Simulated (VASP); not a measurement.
Set up this calculation in VASP 6.6.1, as the native input.

| Item | Value |
| --- | --- |
| Task | single point |
| Functional | PBE |
| Potentials or basis | VASP PAW PBE potentials, release 64 (Rh_pv, H) |
| Cutoff | 520 eV |
| k mesh | 6 × 6 × 1 |
| Occupations | gaussian, width 0.1 eV |
| Spin | no spin polarisation |
| Dipole correction | yes |
| Further INCAR settings | ALGO = Normal; EDIFF = 1e-06; NBANDS = 104 |

The structure of HRh6 lies in POSCAR:

```
HRh6
1.0
    5.4165863251      0.0000000000      0.0000000000
   -2.7082931626      4.6909013593      0.0000000000
    0.0000000000      0.0000000000     22.2966119230
Rh H
12 2
Direct
    0.3333333333      0.1666666667      0.1793994538
    0.3333333333      0.6666666667      0.1793994538
    0.8333333333      0.1666666667      0.1793994538
    0.8333333333      0.6666666667      0.1793994538
    0.1666666667      0.3333333333      0.2757769167
    0.1666666667      0.8333333333      0.2757769167
    0.6666666667      0.3333333333      0.2757769167
    0.6666666667      0.8333333333      0.2757769167
    0.0000000000      0.0000000000      0.3721019118
    0.0000000000      0.5000000000      0.3721019118
    0.5000000000      0.0000000000      0.3721019118
    0.5000000000      0.5000000000      0.3721019118
    0.2153584700      0.4307169401      0.4209882629
    0.2846415300      0.5692830599      0.4209882629
```

One way to write it, as run:

INCAR

```
SYSTEM = HRh6
  ALGO = Normal
  DIPOL = 0.5 0.5 0.297
  EDIFF = 1E-6
  ENCUT = 520
  GGA = PE
  IDIPOL = 3
  ISIF = 2
  ISMEAR = 0
  LASPH = .True.
  LCHARG = .True.
  LDIPOL = .True.
  LELF = .True.
  LREAL = .False.
  LVACPOTAV = .True.
  LVHAR = .True.
  LWAVE = .False.
  NBANDS = 104
  NELM = 80
  PREC = Accurate
  SIGMA = 0.1
```

KPOINTS

```
k-points
0
Gamma
  6 6 1
  0 0 0
```

Potentials or basis: VASP PAW PBE potentials, release 64 (Rh_pv, H).

Run with:

```bash
$ cat potpaw_PBE.64/Rh_pv/POTCAR potpaw_PBE.64/H/POTCAR > POTCAR
$ mpirun -np 1 vasp_std > vasp.out
```

It gave:

- Largest force: 9.120 eV/Å
- Band gap on the k mesh: zero (bands 91 and 92 overlap by 0.85 eV)

It took 29 min on 1 thread of Intel(R) Xeon(R) Platinum 8488C (Sapphire Rapids), on a shared host, peak memory 0.86 GiB.
